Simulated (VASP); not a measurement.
Crystal: KI.

```
CELL_PARAMETERS angstrom
4.90001 0.00000 0.00000
-2.45001 4.24353 0.00000
0.00000 0.00000 8.58999
ATOMIC_POSITIONS crystal
K 0.00000 0.00000 0.00000
K 0.00000 0.00000 0.50000
I 0.33333 0.66667 0.25000
I 0.66667 0.33333 0.75000
```

Base run:

- Program: VASP 6.6.1
- Functional: PBE
- Potentials or basis: VASP PAW PBE potentials, release 64 (K_sv, I)
- Cutoff: 520 eV
- k mesh: 6 × 6 × 4
- Occupations: gaussian, width 0.01 eV
- Spin: no spin polarisation

Its results: band gap on the k mesh 3.85 eV, direct; pressure 0.5 GPa.

Problem. The run is repeated on the same cell with these changes: functional from PBE to r2SCAN; further incar settings from ALGO = Normal; EDIFF = 1e-07; NBANDS = 24 to ALGO = Normal; EDIFF = 1e-06; NBANDS = 24. What comes out?

Solution. Band gap on the k mesh 4.49 eV, direct; pressure 0.0 GPa.

Caveats: spin-orbit coupling is left out, which moves the levels of the heavy elements; the PAW data sets were made with another functional, which shifts forces and pressure a little (some runs).

A k mesh can miss the band edges.
